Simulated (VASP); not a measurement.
Here is a VASP 6.6.1 calculation.

The input INCAR:

```
PREC = Accurate ; ENCUT = 500
EDIFF = 1E-6 ; ISMEAR = -1
SIGMA = 0.1 ; LREAL = F
LASPH = T ; NELM = 120
ALGO = Normal ; ISIF = 2
LWAVE = F ; LCHARG = T
GGA = CA ; LELF = T
LVHAR = T ; NBANDS = 18
GGA_COMPAT = F
```

Contents of KPOINTS:

```
regular mesh
0
Gamma
  6 6 6
```

File POSCAR:

```
RbGe
1.0
    3.9315135037      0.0000000000      0.0000000000
    0.0000000000      3.9315135037      0.0000000000
    0.0000000000      0.0000000000      3.9315135037
Rb Ge
1 1
Direct
    0.0000000000      0.0000000000      0.0000000000
    0.5000000000      0.5000000000      0.5000000000
```

Potentials or basis: VASP PAW LDA potentials, release 64 (Rb_sv, Ge_d).

Run with:

```bash
$ cat potpaw_LDA.64/Rb_sv/POTCAR potpaw_LDA.64/Ge_d/POTCAR > POTCAR
$ mpirun -np 1 vasp_std > vasp.out
```

(1) Predict the pressure.

(2) Predict the band gap on the k mesh.

## Answers

(1) 0.4 GPa.

(2) zero (an odd number of electrons rules out a gap without spin polarisation).

Caveat: an odd number of electrons without spin polarisation forces a metal; a magnetic or distorted state may lie lower.
